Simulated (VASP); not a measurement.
# La3AlN (Pm-3m) in VASP: further runs

La3AlN is run at these levels: LDA; tasks: electric field gradients.

Everything below comes from runs of VASP 6.6.1. Logs are shortened: lines on timing, memory, paths and dates and some standing lists are left out, and cuts for length are marked.

## Step 1: The cell of the first run

Symmetry: Pm-3m, No. 221, cubic system. Conventional cell: a = 5.098 Å, b = 5.098 Å, c = 5.098 Å, α = 90.00°, β = 90.00°, γ = 90.00°. La (site symmetry 4/mmm) has 2 N at 2.55 Å within 3.4 Å. Al (site symmetry m-3m) has 12 La at 3.60 Å and 8 N at 4.41 Å within 4.7 Å. Within 3.4 Å of N (site symmetry m-3m) lie 6 La at 2.55 Å.

## Step 2: Electric field gradients, LDA

INCAR reads:

```
SYSTEM = La3AlN
  PREC = Accurate
  ENCUT = 520
  EDIFF = 1E-8
  ISMEAR = -1
  SIGMA = 0.08
  LREAL = .False.
  LASPH = .True.
  NELM = 100
  ALGO = Normal
  ISIF = 2
  LWAVE = .False.
  LCHARG = .False.
  LEFG = .True.
  NBANDS = 28
```

KPOINTS reads:

```
regular mesh
0
Gamma
  6 6 6
  0 0 0
```

POSCAR reads:

```
La3AlN
1.0
    5.0975180767      0.0000000000      0.0000000000
    0.0000000000      5.0975180767      0.0000000000
    0.0000000000      0.0000000000      5.0975180767
La Al N
3 1 1
Direct
    0.5000000000      0.5000000000      0.0000000000
    0.0000000000      0.5000000000      0.5000000000
    0.5000000000      0.0000000000      0.5000000000
    0.0000000000      0.0000000000      0.0000000000
    0.5000000000      0.5000000000      0.5000000000
```

Potentials or basis: VASP PAW LDA potentials, release 64 (La, Al, N).

The run is started by

```sh
> cat potpaw_LDA.64/La/POTCAR potpaw_LDA.64/Al/POTCAR potpaw_LDA.64/N/POTCAR > POTCAR
> mpirun -np 1 vasp_std > vasp.out
```

OUTCAR:

```text
SYSTEM = La3AlN
   PREC = Accurate
   ENCUT = 520
   EDIFF = 1E-8
   ISMEAR = -1
   LREAL = .False.
   LASPH = .True.
   NELM = 100
   ISIF = 2

 ion  position               nearest neighbor table
   1  0.500  0.500  0.000-   5 2.55   5 2.55   2 3.60   2 3.60   3 3.60   3 3.60   3 3.60   3 3.60
                             2 3.60   2 3.60
   2  0.000  0.500  0.500-   5 2.55   5 2.55   1 3.60   1 3.60   3 3.60   1 3.60   3 3.60   3 3.60
                             1 3.60   3 3.60
   3  0.500  0.000  0.500-   5 2.55   5 2.55   1 3.60   1 3.60   1 3.60   2 3.60   2 3.60   1 3.60
                             2 3.60   2 3.60
   4  0.000  0.000  0.000-
   5  0.500  0.500  0.500-   1 2.55   2 2.55   3 2.55   1 2.55   3 2.55   2 2.55

  LATTYP: Found a simple cubic cell.
 ALAT       =     5.0975180767

  Lattice vectors:

 A1 = (   5.0975180767,   0.0000000000,   0.0000000000)
 A2 = (   0.0000000000,   5.0975180767,   0.0000000000)
 A3 = (   0.0000000000,   0.0000000000,   5.0975180767)

Analysis of symmetry for initial positions (statically):
=====================================================================
 Subroutine PRICEL returns:
 Original cell was already a primitive cell.

 Routine SETGRP: Setting up the symmetry group for a
 simple cubic supercell.

 Subroutine GETGRP returns: Found 48 space group operations
 (whereof 48 operations were pure point group operations)
 out of a pool of 48 trial point group operations.

The static configuration has the point symmetry O_h .

Analysis of symmetry for dynamics (positions and initial velocities):
=====================================================================
 Subroutine PRICEL returns:
 Original cell was already a primitive cell.

 Routine SETGRP: Setting up the symmetry group for a
 simple cubic supercell.

 Subroutine GETGRP returns: Found 48 space group operations
 (whereof 48 operations were pure point group operations)
 out of a pool of 48 trial point group operations.

The dynamic configuration has the point symmetry O_h .

 Subroutine INISYM returns: Found 48 space group operations
 (whereof 48 operations are pure point group operations),
 and found     1 'primitive' translations

----------------------------------------------------------------------------------------

                                     Primitive cell

  volume of cell :     132.4574

  direct lattice vectors                    reciprocal lattice vectors
     5.097518077  0.000000000  0.000000000     0.196173900  0.000000000  0.000000000
     0.000000000  5.097518077  0.000000000     0.000000000  0.196173900  0.000000000
     0.000000000  0.000000000  5.097518077     0.000000000  0.000000000  0.196173900

  length of vectors
     5.097518077  5.097518077  5.097518077     0.196173900  0.196173900  0.196173900

  position of ions in fractional coordinates (direct lattice)
     0.500000000  0.500000000  0.000000000
     0.000000000  0.500000000  0.500000000
     0.500000000  0.000000000  0.500000000
     0.000000000  0.000000000  0.000000000
     0.500000000  0.500000000  0.500000000

  ion indices of the primitive-cell ions
   primitive index   ion index
                 1           1
                 2           2
                 3           3
                 4           4
                 5           5

----------------------------------------------------------------------------------------

 KPOINTS: regular mesh

Automatic generation of k-mesh.
 Grid dimensions read from file:
 generate k-points for:    6    6    6

 Generating k-lattice:

  Cartesian coordinates                     Fractional coordinates (reciprocal lattice)
     0.032695650  0.000000000  0.000000000     0.166666667  0.000000000  0.000000000
     0.000000000  0.032695650  0.000000000     0.000000000  0.166666667  0.000000000
     0.000000000  0.000000000  0.032695650     0.000000000  0.000000000  0.166666667

  Length of vectors
     0.032695650  0.032695650  0.032695650

  Shift w.r.t. Gamma in fractional coordinates (k-lattice)
     0.000000000  0.000000000  0.000000000

 Subroutine IBZKPT returns following result:
 ===========================================

 Found     20 irreducible k-points:

 Following reciprocal coordinates:
            Coordinates               Weight
  0.000000  0.000000  0.000000      1.000000
  0.166667  0.000000  0.000000      6.000000
  0.333333  0.000000  0.000000      6.000000
  0.500000  0.000000  0.000000      3.000000
  0.166667  0.166667  0.000000     12.000000
  0.333333  0.166667  0.000000     24.000000
[... 12 lines left out ...]
  0.500000  0.500000  0.333333      6.000000
  0.500000  0.500000  0.500000      1.000000
   k-points           NKPTS =     20   k-points in BZ     NKDIM =     20   number of bands    NBANDS=     28
   number of dos      NEDOS =    301   number of ions     NIONS =      5
   total plane-waves  NPLWV =  64000
   dimension x,y,z NGX =    40 NGY =   40 NGZ =   40
   dimension x,y,z NGXF=    80 NGYF=   80 NGZF=   80
   ions per type =               3   1   1
   NGX,Y,Z   is equivalent  to a cutoff of  13.05, 13.05, 13.05 a.u.
   NGXF,Y,Z  is equivalent  to a cutoff of  26.09, 26.09, 26.09 a.u.
 SYSTEM =  La3AlN
   PREC   = accura    normal or accurate (medium, high low for compatibility)
   ISTART =      0    job   : 0-new  1-cont  2-samecut
   ICHARG =      2    charge: 1-file 2-atom 10-const
   ISPIN  =      1    spin polarized calculation?
   LNONCOLLINEAR =      F non collinear calculations
   LSORBIT =      F    spin-orbit coupling
   LASPH  =      T    aspherical Exc in radial PAW
   ENCUT  =  520.0 eV  38.22 Ry    6.18 a.u.   9.48  9.48  9.48*2*pi/ulx,y,z
   NELM   =    100;   NELMIN=  2; NELMDL= -5     # of ELM steps
   EDIFF  = 0.1E-07   stopping-criterion for ELM
   LREAL  =      F    real-space projection
   EDIFFG = 0.1E-06   stopping-criterion for IOM
   NSW    =      0    number of steps for IOM
   IBRION =     -1    ionic relax: 0-MD 1-quasi-New 2-CG
   NFREE  =      0    steps in history (QN), initial steepest desc. (CG)
   ISIF   =      2    stress and relaxation
   ISYM   =      2    0-nonsym 1-usesym 2-fastsym
   POTIM  = 0.5000    time-step for ionic-motion
   TEBEG  =    0.0;   TEEND  =   0.0 temperature during run
   PSTRESS=    0.0 pullay stress
   NELECT =      41.0000    total number of electrons
   NUPDOWN=      -1.0000    fix difference up-down
   EMIN   =  10.00;   EMAX   =-10.00  energy-range for DOS
   EFERMI =   0.00;   METHOD = LEGACY
   ISMEAR =    -1;   SIGMA  =   0.08  broadening in eV -4-tet -1-fermi 0-gaus
   EFERMI_NEDOS =   21; number of points for ismear=-14 and -15
   IALGO  =     38    algorithm
   IMIX   =      4    mixing-type and parameters
     AMIX     =   0.40;   BMIX     =  1.00
     AMIX_MAG =   1.60;   BMIX_MAG =  1.00
  volume/ion in A,a.u.               =      26.49       178.77
  Fermi-wavevector in a.u.,A,eV,Ry     =   1.107416  2.092712 16.685770  1.226370
  Thomas-Fermi vector in A             =   2.243930
   LORBIT       =      0    0 simple, 1 ext, 2 COOP (PROOUT), +10 PAW based schemes
   GGA     = CA    functional components
   LHFCALC =     F    Hartree Fock is set to
   AEXX    =    0.0000 exact exchange contribution
   IVDW    =     0    specifies the selected vdW correction
   LEPSILON=     F    determine dielectric tensor
   LRPA    =     F    only Hartree local field effects (RPA)
 non-spin polarized calculation
  energy-cutoff  :      520.00
  volume of cell :      132.46
 maximum number of plane-waves:      3596
 NGX is ok and might be reduce to    40
   NGX = 19   NGY = 19   NGZ = 19

 number of electron      40.9999995 magnetization

 Free energy of the ion-electron system (eV)
  ---------------------------------------------------
  ext. energy  EPLUGINS =         0.00000000
  ---------------------------------------------------
  free energy    TOTEN  =       -33.93232633 eV

  energy without entropy =      -33.86283179  energy(sigma->0) =      -33.89757906

 E-fermi :   7.4333     XC(G=0): -10.0291

 val. band max:        7.3939660945   @ k =   0.5000   0.5000   0.3333
 cond. band min:       7.4553071435   @ k =   0.3333   0.1667   0.0000
 fundamental gap:      0.0613410490
 Fermi energy:         7.4332788163

 k-point     1 :       0.0000    0.0000    0.0000
  band No.  band energies     occupation
      1     -25.0583      2.00000
      2     -24.7261      2.00000
      3     -24.7261      2.00000
      4      -9.4514      2.00000
      5      -9.4514      2.00000
      6      -9.4514      2.00000
[... 20 lines left out ...]
     27       9.4729      0.00000
     28       9.4737      0.00000

 k-point     2 :       0.1667    0.0000    0.0000
  band No.  band energies     occupation
      1     -25.0391      2.00000
      2     -24.7458      2.00000
      3     -24.7258      2.00000
      4      -9.4432      2.00000
      5      -9.4057      2.00000
      6      -9.4057      2.00000
[... 20 lines left out ...]
     27       9.4609      0.00000
     28       9.4618      0.00000

 k-point     3 :       0.3333    0.0000    0.0000
  band No.  band energies     occupation
      1     -24.9894      2.00000
      2     -24.7963      2.00000
      3     -24.7252      2.00000
      4      -9.4069      2.00000
      5      -9.2948      2.00000
      6      -9.2948      2.00000
[... 20 lines left out ...]
     27       9.3805      0.00000
     28       9.3878      0.00000

 k-point     4 :       0.5000    0.0000    0.0000
  band No.  band energies     occupation
      1     -24.9499      2.00000
      2     -24.8363      2.00000
      3     -24.7249      2.00000
      4      -9.3683      2.00000
      5      -9.2219      2.00000
      6      -9.2219      2.00000
[... 454 lines left out ...]
     27       9.3707      0.00000
     28       9.3952      0.00000

 k-point    19 :       0.5000    0.5000    0.3333
  band No.  band energies     occupation
      1     -24.8339      2.00000
      2     -24.8330      2.00000
      3     -24.8330      2.00000
      4     -10.7214      2.00000
      5      -9.2584      2.00000
      6      -9.1811      2.00000
[... 20 lines left out ...]
     27       9.0478      0.00000
     28       9.3934      0.00000

 k-point    20 :       0.5000    0.5000    0.5000
  band No.  band energies     occupation
      1     -24.8326      2.00000
      2     -24.8326      2.00000
      3     -24.8326      2.00000
      4     -10.8461      2.00000
      5      -9.2550      2.00000
      6      -9.2550      2.00000
[... 20 lines left out ...]
     27       9.1201      0.00000
     28       9.1202      0.00000

------------------------ aborting loop because EDIFF is reached ----------------------------------------

  FORCE on cell =-STRESS in cart. coord.  units (eV):
  Direction    XX          YY          ZZ          XY          YZ          ZX
  --------------------------------------------------------------------------------------
  -------------------------------------------------------------------------------------
  Total       -3.6636678     -3.6636678     -3.6636678     -0.0000000      0.0000000     -0.0000000
  in kB      -44.3149584    -44.3149584    -44.3149584     -0.0000000      0.0000000     -0.0000000
  external PRESSURE =     -44.3149584 kB  Pullay stress =       0.0000000 kB

 VOLUME and BASIS-vectors are now :
 -----------------------------------------------------------------------------
  energy-cutoff  :      520.00
  volume of cell :      132.46
      direct lattice vectors                 reciprocal lattice vectors
     5.097518077  0.000000000  0.000000000     0.196173900  0.000000000  0.000000000
     0.000000000  5.097518077  0.000000000     0.000000000  0.196173900  0.000000000
     0.000000000  0.000000000  5.097518077     0.000000000  0.000000000  0.196173900

 POSITION                                       TOTAL-FORCE (eV/Angst)
 -----------------------------------------------------------------------------------
      2.54876      2.54876      0.00000         0.000000      0.000000      0.000000
      0.00000      2.54876      2.54876         0.000000      0.000000      0.000000
      2.54876      0.00000      2.54876         0.000000      0.000000      0.000000
      0.00000      0.00000      0.00000         0.000000      0.000000      0.000000
      2.54876      2.54876      2.54876         0.000000      0.000000      0.000000
 -----------------------------------------------------------------------------------
    total drift:                                0.000000     -0.000000     -0.000000

  FREE ENERGIE OF THE ION-ELECTRON SYSTEM (eV)
  ---------------------------------------------------
  free  energy   TOTEN  =       -33.9323263272 eV

  energy  without entropy=      -33.8628317936  energy(sigma->0) =      -33.89757906

 Electric field gradients (V/A^2)
---------------------------------------------------------------------
 ion       V_xx      V_yy      V_zz      V_xy      V_xz      V_yz
---------------------------------------------------------------------
   1     144.632   144.632  -289.265    -0.000     0.000     0.000
   2    -289.265   144.632   144.632    -0.000     0.000     0.000
   3     144.632  -289.265   144.632    -0.000     0.000    -0.000
   4       0.000     0.000    -0.000     0.000     0.000     0.000
   5       0.000    -0.000     0.000    -0.000     0.000     0.000
---------------------------------------------------------------------

 Electric field gradients after diagonalization (V/A^2)
 (convention: |V_zz| > |V_xx| > |V_yy|)
----------------------------------------------------------------------
 ion       V_xx      V_yy      V_zz     asymmetry (V_yy - V_xx)/ V_zz
----------------------------------------------------------------------
   1     144.632   144.632  -289.265       0.000
   2     144.632   144.632  -289.265       0.000
   3     144.632   144.632  -289.265       0.000
   4       0.000     0.000    -0.000       0.315
   5       0.000    -0.000     0.000      -0.326
----------------------------------------------------------------------

           NMR quadrupolar parameters

 Cq : quadrupolar parameter    Cq=e*Q*V_zz/h
 eta: asymmetry parameters     (V_yy - V_xx)/ V_zz
 Q  : nuclear electric quadrupole moment in mb (millibarn)
----------------------------------------------------------------------
 ion       Cq(MHz)       eta       Q (mb)
----------------------------------------------------------------------
   1      -0.699       0.000       1.000
   2      -0.699       0.000       1.000
   3      -0.699       0.000       1.000
   4      -0.000       0.315       1.000
   5       0.000      -0.326       1.000
----------------------------------------------------------------------
```

Run time: 2.2 min. Hardware: 1 thread of AMD EPYC 7R43 (Zen 3), shared host; peak memory 0.21 GiB.

Results:

```yaml
Free_energy: -33.9323 eV
Pressure: -4.4 GPa
```

Electric field gradients, principal values (V/Å²):
| atom | least | middle | greatest (by size) |
| --- | --- | --- | --- |
| 1 La | 144.632 | 144.632 | -289.265 |
| 2 La | 144.632 | 144.632 | -289.265 |
| 3 La | 144.632 | 144.632 | -289.265 |
| 4 Al | 0.000 | 0.000 | 0.000 |
| 5 N | 0.000 | 0.000 | 0.000 |

Caveat: without QUAD_EFG the Cq values of the log hold for a quadrupole moment of 1 mb, not for the nuclei; spin-orbit coupling is left out, which moves the levels of the heavy elements.

(Part 1 of 2 ends here.)
